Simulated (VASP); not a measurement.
Wanted: the native input for a VASP 6.6.1 run.

| Quantity | Value |
| --- | --- |
| Task | single point |
| Functional | PBEsol |
| Potentials or basis | VASP PAW PBE potentials, release 64 (Cd) |
| Cutoff | 520 eV |
| k mesh | 6 × 6 × 3 |
| Occupations | fermi-dirac, width 0.05 eV |
| Spin | no spin polarisation |
| Dipole correction | no |
| Further INCAR settings | ALGO = Normal; EDIFF = 1e-07; NBANDS = 19 |

The structure of Cd lies in POSCAR:

```
Cd
1.0
    2.9788700000      0.0000000000      0.0000000000
   -1.4894350000      2.5797770946      0.0000000000
    0.0000000000      0.0000000000      5.6176500000
Cd
2
Direct
    0.6666666667      0.3333333333      0.7500000000
    0.3333333333      0.6666666667      0.2500000000
```

The input as run:

INCAR

```
SYSTEM = Cd
ALGO = Normal
EDIFF = 1E-7
ENCUT = 520
GGA = PS
ISIF = 2
ISMEAR = -1
LASPH = .TRUE.
LCHARG = .FALSE.
LREAL = .FALSE.
LWAVE = .FALSE.
NBANDS = 19
NELM = 80
PREC = Accurate
SIGMA = 0.05
```

KPOINTS

```
k-points
0
G
  6 6 3
  0 0 0
```

Potentials or basis: VASP PAW PBE potentials, release 64 (Cd).

Launch:

```bash
$ cat potpaw_PBE.64/Cd/POTCAR > POTCAR
$ mpirun -np 1 vasp_std > vasp.out
```

Results of the run:

```
Pressure               : -0.9 GPa
Band gap on the k mesh : zero (band 12 reaches 3.43 eV, above the bottom of band 13 at -0.25 eV)
```

Caveat: the k points lie up to 0.41 Å⁻¹ apart; the PAW data sets were made with another functional, which shifts forces and pressure a little.

Run time: 5.4 s on 1 thread of Intel(R) Xeon(R) Platinum 8488C (Sapphire Rapids) (shared host), peak memory 0.15 GiB.
